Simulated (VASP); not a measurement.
Input of a VASP 6.6.1 run:

File INCAR:

```
SYSTEM = NaF
  PREC = Accurate
  ENCUT = 520
  EDIFF = 1E-6
  ISMEAR = 0
  SIGMA = 0.01
  LREAL = .False.
  LASPH = .True.
  NELM = 100
  ALGO = Normal
  ISIF = 2
  LWAVE = .False.
  LCHARG = .True.
  GGA = PE
  LELF = .True.
  LVHAR = .True.
  ISYM = 0
  NBANDS = 14
```

KPOINTS

```
regular mesh
0
Gamma
  9 3 9
  0 0 0
```

POSCAR

```
NaF
1.0
    0.0000000000      2.2858943317      2.2858943317
    2.2858943317      0.0000000000      2.2858943317
    2.2858943317      2.2858943317      0.0000000000
Na F
1 1
Direct
    0.0950000000      0.3730000000      0.4470000000
    0.5950000000      0.8730000000      0.9470000000
```

Potentials or basis: VASP PAW PBE potentials, release 64 (Na_pv, F).

Command:

```bash
$ cat potpaw_PBE.64/Na_pv/POTCAR potpaw_PBE.64/F/POTCAR > POTCAR
$ mpirun -np 1 vasp_std > vasp.out
```

Q: Estimate the band gap on the k mesh.

A: 6.52 eV, direct.

Q: Estimate the pressure.

A: 4.5 GPa.

Caveat: the k points lie up to 0.79 Å⁻¹ apart. A k mesh can miss the band edges.
